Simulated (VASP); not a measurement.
# CuO (C2/c) in VASP: single point with PBE

Aim: the single point of CuO with PBE.

All numbers are computed with VASP 6.6.1; they aren't measurements. Logs are shortened: lines on timing, memory, paths and dates and some standing lists are left out, and cuts for length are marked.

## Step 1: The cell of the first run

It takes space group C2/c (No. 15, monoclinic). The conventional cell has a = 4.680 Å, b = 3.477 Å, c = 5.119 Å, α = 90.00°, β = 98.64°, γ = 90.00°. Cu (site symmetry -1) has 4 O at 1.89 to 2.00 Å within 2.5 Å. O (site symmetry 2) has 4 Cu at 1.89 to 2.00 Å and 2 O at 2.57 Å within 2.6 Å.

## Step 2: Single point, PBE, collinear spin

File INCAR:

```
ALGO     = Normal         # electronic algorithm
EDIFF    = 1E-6           # SCF threshold, eV
ENCUT    = 520            # plane-wave cutoff, eV
GGA      = PE             # functional
ISIF     = 2              # what is computed and relaxed
ISMEAR   = -1             # smearing method
ISPIN    = 2              # spin polarisation
LASPH    = True           # aspherical terms in the spheres
LCHARG   = False          # write CHGCAR
LMAXMIX  = 4              # l up to which the mixer works
LORBIT   = 11             # projections on sites
LREAL    = False          # projectors in reciprocal space
LWAVE    = False          # write WAVECAR
MAGMOM   = 1 1 0 0        # initial moments
NBANDS   = 29             # bands
NELM     = 150            # most SCF steps
PREC     = Accurate       # precision mode
SIGMA    = 0.03           # smearing width, eV
```

File KPOINTS:

```
k-points
0
Gamma
  7 7 4
```

File POSCAR:

```
CuO
1.0
    2.3398500000     -1.7384000000      0.0000000000
    2.3398500000      1.7384000000      0.0000000000
   -0.7694000000      0.0000000000      5.0611500000
Cu O
2 2
Direct
    0.0000000000      0.5000000000      0.0000000000
    0.5000000000      0.0000000000      0.5000000000
    0.5379000000      0.4621000000      0.2500000000
    0.4621000000      0.5379000000      0.7500000000
```

Potentials or basis: VASP PAW PBE potentials, release 64 (Cu, O).

Run with:

```console
> cat potpaw_PBE.64/Cu/POTCAR potpaw_PBE.64/O/POTCAR > POTCAR
> mpirun -np 1 vasp_std > vasp.out
```

OUTCAR:

```text
EDIFF = 1E-6
   ENCUT = 520
   GGA = PE
   ISIF = 2
   ISMEAR = -1
   ISPIN = 2
   LASPH = True
   LORBIT = 11
   LREAL = False
   NELM = 150
   PREC = Accurate

 ion  position               nearest neighbor table
   1  0.000  0.500  0.000-   3 1.89   4 1.89   4 2.00   3 2.00
   2  0.500  0.000  0.500-   4 1.89   3 1.89   4 2.00   3 2.00
   3  0.538  0.462  0.250-   2 1.89   1 1.89   2 2.00   1 2.00
   4  0.462  0.538  0.750-   1 1.89   2 1.89   2 2.00   1 2.00

  LATTYP: Found a base centered monoclinic cell.
 ALAT       =     4.6797000000
 B/A-ratio  =     0.7429536081
 C/A-ratio  =     1.0939372948
 COS(beta)  =    -0.1502940337

  Lattice vectors:

 A1 = (   2.3398500000,  -1.7384000000,   0.0000000000)
 A2 = (   2.3398500000,   1.7384000000,   0.0000000000)
 A3 = (  -0.7694000000,   0.0000000000,   5.0611500000)

Analysis of symmetry for initial positions (statically):
=====================================================================
 Subroutine PRICEL returns:
 Original cell was already a primitive cell.

 Routine SETGRP: Setting up the symmetry group for a
 base centered monoclinic supercell.

 Subroutine GETGRP returns: Found  4 space group operations
 (whereof  2 operations were pure point group operations)
 out of a pool of  4 trial point group operations.

The static configuration has the point symmetry S_2 .
 The point group associated with its full space group is C_2h.

Analysis of symmetry for dynamics (positions and initial velocities):
=====================================================================
 Subroutine PRICEL returns:
 Original cell was already a primitive cell.

 Routine SETGRP: Setting up the symmetry group for a
 base centered monoclinic supercell.

 Subroutine GETGRP returns: Found  4 space group operations
 (whereof  2 operations were pure point group operations)
 out of a pool of  4 trial point group operations.

The dynamic configuration has the point symmetry S_2 .
 The point group associated with its full space group is C_2h.

Analysis of structural, dynamic, and magnetic symmetry:
=====================================================================
 Subroutine PRICEL returns:
 Original cell was already a primitive cell.

 Routine SETGRP: Setting up the symmetry group for a
 base centered monoclinic supercell.

 Subroutine GETGRP returns: Found  4 space group operations
 (whereof  2 operations were pure point group operations)
 out of a pool of  4 trial point group operations.

The overall configuration has the point symmetry S_2 .
 The point group associated with its full space group is C_2h.

 Subroutine INISYM returns: Found  4 space group operations
 (whereof  2 operations are pure point group operations),
 and found     1 'primitive' translations

----------------------------------------------------------------------------------------

                                     Primitive cell

  volume of cell :      41.1734

  direct lattice vectors                    reciprocal lattice vectors
     2.339850000 -1.738400000  0.000000000     0.213688912 -0.287620801  0.032485156
     2.339850000  1.738400000  0.000000000     0.213688912  0.287620801  0.032485156
    -0.769400000  0.000000000  5.061150000     0.000000000  0.000000000  0.197583553

  length of vectors
     2.914949842  2.914949842  5.119298358     0.359783214  0.359783214  0.197583553

  position of ions in fractional coordinates (direct lattice)
     0.000000000  0.500000000  0.000000000
     0.500000000  1.000000000  0.500000000
     0.537900000  0.462100000  0.250000000
     0.462100000  0.537900000  0.750000000

  ion indices of the primitive-cell ions
   primitive index   ion index
                 1           1
                 2           2
                 3           3
                 4           4

----------------------------------------------------------------------------------------

 KPOINTS: k-points

Automatic generation of k-mesh.
 Grid dimensions read from file:
 generate k-points for:    7    7    4

 Generating k-lattice:

  Cartesian coordinates                     Fractional coordinates (reciprocal lattice)
     0.030526987 -0.041088686  0.004640737     0.142857143  0.000000000 -0.000000000
     0.030526987  0.041088686  0.004640737     0.000000000  0.142857143 -0.000000000
     0.000000000  0.000000000  0.049395888     0.000000000  0.000000000  0.250000000

  Length of vectors
     0.051397602  0.051397602  0.049395888

  Shift w.r.t. Gamma in fractional coordinates (k-lattice)
     0.000000000  0.000000000  0.000000000

 Subroutine IBZKPT returns following result:
 ===========================================

 Found     60 irreducible k-points:

 Following reciprocal coordinates:
            Coordinates               Weight
  0.000000  0.000000  0.000000      1.000000
  0.142857 -0.000000  0.000000      4.000000
  0.285714 -0.000000  0.000000      4.000000
  0.428571 -0.000000 -0.000000      4.000000
  0.142857  0.142857  0.000000      2.000000
  0.285714  0.142857  0.000000      4.000000
[... 16 lines left out ...]
 -0.142857  0.000000  0.250000      4.000000
  0.142857  0.142857  0.250000      2.000000
 [... further k-points ...]
   k-points           NKPTS =     60   k-points in BZ     NKDIM =     60   number of bands    NBANDS=     29
   number of dos      NEDOS =    301   number of ions     NIONS =      4
   total plane-waves  NPLWV =  23040
   dimension x,y,z NGX =    24 NGY =   24 NGZ =   40
   dimension x,y,z NGXF=    48 NGYF=   48 NGZF=   80
   ions per type =               2   2
   NGX,Y,Z   is equivalent  to a cutoff of  13.69, 13.69, 12.99 a.u.
   NGXF,Y,Z  is equivalent  to a cutoff of  27.38, 27.38, 25.98 a.u.
 SYSTEM =  unknown system
   PREC   = accura    normal or accurate (medium, high low for compatibility)
   ISTART =      0    job   : 0-new  1-cont  2-samecut
   ICHARG =      2    charge: 1-file 2-atom 10-const
   ISPIN  =      2    spin polarized calculation?
   LNONCOLLINEAR =      F non collinear calculations
   LSORBIT =      F    spin-orbit coupling
   LASPH  =      T    aspherical Exc in radial PAW
   ENCUT  =  520.0 eV  38.22 Ry    6.18 a.u.   5.42  5.42  9.52*2*pi/ulx,y,z
   NELM   =    150;   NELMIN=  2; NELMDL= -5     # of ELM steps
   EDIFF  = 0.1E-05   stopping-criterion for ELM
   LREAL  =      F    real-space projection
   EDIFFG = 0.1E-04   stopping-criterion for IOM
   NSW    =      0    number of steps for IOM
   IBRION =     -1    ionic relax: 0-MD 1-quasi-New 2-CG
   NFREE  =      0    steps in history (QN), initial steepest desc. (CG)
   ISIF   =      2    stress and relaxation
   ISYM   =      2    0-nonsym 1-usesym 2-fastsym
   POTIM  = 0.5000    time-step for ionic-motion
   TEBEG  =    0.0;   TEEND  =   0.0 temperature during run
   PSTRESS=    0.0 pullay stress
   NELECT =      34.0000    total number of electrons
   NUPDOWN=      -1.0000    fix difference up-down
   EMIN   =  10.00;   EMAX   =-10.00  energy-range for DOS
   EFERMI =   0.00;   METHOD = LEGACY
   ISMEAR =    -1;   SIGMA  =   0.03  broadening in eV -4-tet -1-fermi 0-gaus
   EFERMI_NEDOS =   21; number of points for ismear=-14 and -15
   IALGO  =     38    algorithm
   IMIX   =      4    mixing-type and parameters
     AMIX     =   0.40;   BMIX     =  1.00
     AMIX_MAG =   1.60;   BMIX_MAG =  1.00
  volume/ion in A,a.u.               =      10.29        69.46
  Fermi-wavevector in a.u.,A,eV,Ry     =   1.535897  2.902425 32.095876  2.358980
  Thomas-Fermi vector in A             =   2.642622
   LORBIT       =     11    0 simple, 1 ext, 2 COOP (PROOUT), +10 PAW based schemes
   GGA     = PE    functional components
   LHFCALC =     F    Hartree Fock is set to
   AEXX    =    0.0000 exact exchange contribution
   IVDW    =     0    specifies the selected vdW correction
   LEPSILON=     F    determine dielectric tensor
   LRPA    =     F    only Hartree local field effects (RPA)
 spin polarized calculation
  energy-cutoff  :      520.00
  volume of cell :       41.17
 maximum number of plane-waves:      1141
 NGX is ok and might be reduce to    24
   NGX = 11   NGY = 11   NGZ = 19

 number of electron      34.0000016 magnetization      -0.0027389

 number of electron      34.0000016 magnetization       0.0025387

 Free energy of the ion-electron system (eV)
  ---------------------------------------------------
  ext. energy  EPLUGINS =         0.00000000
  ---------------------------------------------------
  free energy    TOTEN  =       -19.54367275 eV

  energy without entropy =      -19.53870285  energy(sigma->0) =      -19.54118780

 E-fermi :   5.6290     XC(G=0): -11.7930

 val. band max:        5.6228790052   @ k =   0.2857  -0.0000   0.0000
 cond. band min:       5.6455125804   @ k =  -0.1429   0.0000   0.2500
 fundamental gap:      0.0226335751
 Fermi energy:         5.6290038263

 spin component 1

 k-point     1 :       0.0000    0.0000    0.0000
  band No.  band energies     occupation
      1     -14.4327      1.00000
      2     -13.0391      1.00000
      3      -2.7011      1.00000
      4      -0.1188      1.00000
      5       0.3518      1.00000
      6       2.0825      1.00000
[... 757 lines left out ...]
     28      24.1874      0.00000
     29      25.4863      0.00000

 [... further k-points ...]

 spin component 2

 k-point     1 :       0.0000    0.0000    0.0000
  band No.  band energies     occupation
      1     -14.4324      1.00000
      2     -13.0387      1.00000
      3      -2.7008      1.00000
      4      -0.1177      1.00000
      5       0.3528      1.00000
      6       2.0831      1.00000
[... 757 lines left out ...]
     28      24.1879      0.00000
     29      25.4867      0.00000

 [... further k-points ...]

------------------------ aborting loop because EDIFF is reached ----------------------------------------

  FORCE on cell =-STRESS in cart. coord.  units (eV):
  Direction    XX          YY          ZZ          XY          YZ          ZX
  --------------------------------------------------------------------------------------
  -------------------------------------------------------------------------------------
  Total        1.5417465      2.5284539      2.8071320      0.0000000      0.0000000      1.1384331
  in kB       59.9938337     98.3894838    109.2336596      0.0000000      0.0000000     44.2997379
  external PRESSURE =      89.2056590 kB  Pullay stress =       0.0000000 kB

 VOLUME and BASIS-vectors are now :
 -----------------------------------------------------------------------------
  energy-cutoff  :      520.00
  volume of cell :       41.17
      direct lattice vectors                 reciprocal lattice vectors
     2.339850000 -1.738400000  0.000000000     0.213688912 -0.287620801  0.032485156
     2.339850000  1.738400000  0.000000000     0.213688912  0.287620801  0.032485156
    -0.769400000  0.000000000  5.061150000     0.000000000  0.000000000  0.197583553

 POSITION                                       TOTAL-FORCE (eV/Angst)
 -----------------------------------------------------------------------------------
      1.16993      0.86920      0.00000         0.000000     -0.000000      0.000000
      0.78523     -0.86920      2.53057         0.000000      0.000000      0.000000
      2.14750     -0.13177      1.26529         0.000000     -0.428822      0.000000
      1.76280      0.13177      3.79586        -0.000000      0.428822     -0.000000
 -----------------------------------------------------------------------------------
    total drift:                                0.000000      0.000000     -0.000000

  FREE ENERGIE OF THE ION-ELECTRON SYSTEM (eV)
  ---------------------------------------------------
  free  energy   TOTEN  =       -19.5436727467 eV

  energy  without entropy=      -19.5387028476  energy(sigma->0) =      -19.54118780

 total charge

# of ion       s       p       d       tot
------------------------------------------
    1        0.396   0.406   9.140   9.943
    2        0.396   0.406   9.140   9.943
    3        1.578   3.393   0.000   4.971
    4        1.578   3.393   0.000   4.971
--------------------------------------------------
tot          3.949   7.599  18.280  29.828

 magnetization (x)

# of ion       s       p       d       tot
------------------------------------------
    1        0.000   0.000   0.000   0.000
    2        0.000   0.000   0.000   0.000
    3        0.000   0.000   0.000   0.000
    4        0.000   0.000   0.000   0.000
--------------------------------------------------
tot          0.000   0.000   0.001   0.001
```

Run time: 74 s. Hardware: 1 thread of AMD EPYC 9R45 (Zen 5), shared host; peak memory 0.21 GiB.

What came out:

| Property | Result |
| --- | --- |
| Free energy | -19.5437 eV |
| Pressure | 8.9 GPa |
| Largest force | 0.429 eV/Å |
| Band gap on the k mesh | zero (filled and empty bands overlap) |
| Net moment | 0.00 μB per cell |
| Valence electrons inside the program's atomic spheres | Cu 9.94; O 4.97 |

Forces in eV/Å, atoms in the order of the input:
```
Cu   0.000  0.000  0.000
Cu   0.000  0.000  0.000
O    0.000 -0.429  0.000
O    0.000  0.429  0.000
```

Stress tensor (GPa, compression positive):
```
 6.00  0.00  4.43
 0.00  9.84  0.00
 4.43  0.00 10.92
```

Levels at points of the mesh, in eV from the Fermi level:
Spin up:
```tsv
k point	band 15	band 16	band 17	band 18	band 19	band 20
(0.00, 0.00, 0.00)	-2.28	-1.76	0.23	0.96	1.78	6.18
(0.00, 0.00, 0.50)	-1.61	-1.61	0.19	0.19	3.89	3.89
```
Spin down:
```csv
k point,band 13,band 14,band 15,band 16,band 17,band 18,band 19,band 20,band 21,band 22
"(0.00, 0.00, 0.00)",-2.49,-2.39,-2.28,-1.76,0.23,0.96,1.79,6.18,7.95,13.92
"(0.00, 0.00, 0.50)",-2.27,-2.27,-1.60,-1.60,0.19,0.19,3.89,3.89,11.93,11.93
```

Caveat: the cell stands under pressure; semilocal functionals often make such compounds metallic where correlation or magnetic order opens a gap, which also shifts bond lengths. With open d or f shells a metallic result of PBE can be an artefact of self-interaction; +U or a hybrid may open a gap.

The gap in the log of VASP goes by the Fermi energy; the results here count the filled bands.